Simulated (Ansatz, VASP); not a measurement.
**Be2SO3: VASP beside Ansatz**

Contents of INCAR:

```
PREC     = Accurate       # precision mode
ENCUT    = 520            # plane-wave cutoff, eV
EDIFF    = 1E-7           # SCF threshold, eV
ISMEAR   = 0              # smearing method
SIGMA    = 0.1            # smearing width, eV
LREAL    = F              # projectors in reciprocal space
LASPH    = T              # aspherical terms in the spheres
NELM     = 150            # most SCF steps
ALGO     = Normal         # electronic algorithm
ISIF     = 2              # what is computed and relaxed
LWAVE    = F              # write WAVECAR
LCHARG   = F              # write CHGCAR
ISPIN    = 2              # spin polarisation
MAGMOM   = 0 0 0 1 1 1    # initial moments
LORBIT   = 11             # projections on sites
GGA      = PE             # functional
NBANDS   = 27             # bands
```

KPOINTS

```
regular mesh
0
Gamma
  8 8 2
```

POSCAR

```
Be2SO3
1.0
    2.4585179201      0.0000000000      0.0000000000
    0.0000000000      2.4585179201      0.0000000000
    0.0000000000      0.0000000000      8.9580150341
Be S O
2 1 3
Direct
    0.0000000000      0.0000000000      0.2876674136
    0.0000000000      0.0000000000      0.7123325864
    0.0000000000      0.0000000000      0.0000000000
    0.5000000000      0.5000000000      0.2934218056
    0.5000000000      0.5000000000      0.5000000000
    0.5000000000      0.5000000000      0.7065781944
```

Input for Ansatz:

```yaml
crystal:
  lattice:
    - [2.4585179201, 0.0, 0.0]
    - [0.0, 2.4585179201, 0.0]
    - [0.0, 0.0, 8.9580150341]
  atoms:
    - { symbol: Be, position: [0.0, 0.0, 0.2876674136] }
    - { symbol: Be, position: [0.0, 0.0, 0.7123325864] }
    - { symbol: S, position: [0.0, 0.0, 0.0] }
    - { symbol: O, position: [0.5, 0.5, 0.2934218056], spin: 1.0 }
    - { symbol: O, position: [0.5, 0.5, 0.5], spin: 1.0 }
    - { symbol: O, position: [0.5, 0.5, 0.7065781944], spin: 1.0 }
basis:
  ecutwfc: 420
kpoints:
  mp_grid: { grid: [8, 8, 2] }
hamiltonian:
  xc: pbe
scf:
  occupations: { method: gaussian, width: 0.1 }
  lower_state_search: "off"
output:
  forces: true
  stress: true
  eigenvalues: true
  populations: true
magnetization:
  spin_polarized: true
```

Change from the starting cell: species swapped into the Mg3HgAu2 type (P4/mmm, No. 123).

Alike in both runs: task single point; functional PBE; k mesh 8 × 8 × 2; occupations gaussian, width 0.1 eV; collinear spin.

```csv
,VASP,Ansatz
version,VASP 6.6.1,Ansatz 0.2.0
potentials or method,"VASP PAW PBE potentials, release 64 (Be, S, O), cutoff 520 eV","scalar-relativistic, plane waves, PAW"
valence electrons in the cell,28,28
```

|  | VASP | Ansatz | Ansatz less VASP |
| --- | --- | --- | --- |
| gap on the k mesh at the Fermi level (eV) | none | none | - |
| pressure (GPa) | 1.4 | 1.3 | -0.07 |
| traceless stress, the component that is largest in VASP (GPa) | -1.29 | -1.14 | +0.150 |
| rms of the force components (eV/Å) | 0.026 | 0.025 | -0.0014 |
| net moment per atom (μB) | 0.07 | 0.07 | 0.000 |
| size of the moment on the site where the two differ most (μB) | 0.40 | 0.40 | +0.006 |

Site moments also hang on the region over which each program counts them. Atom by atom the forces differ by 0.003 eV/Å (rms over components). A gap of «none» marks a metal or a gap that the smearing closes.
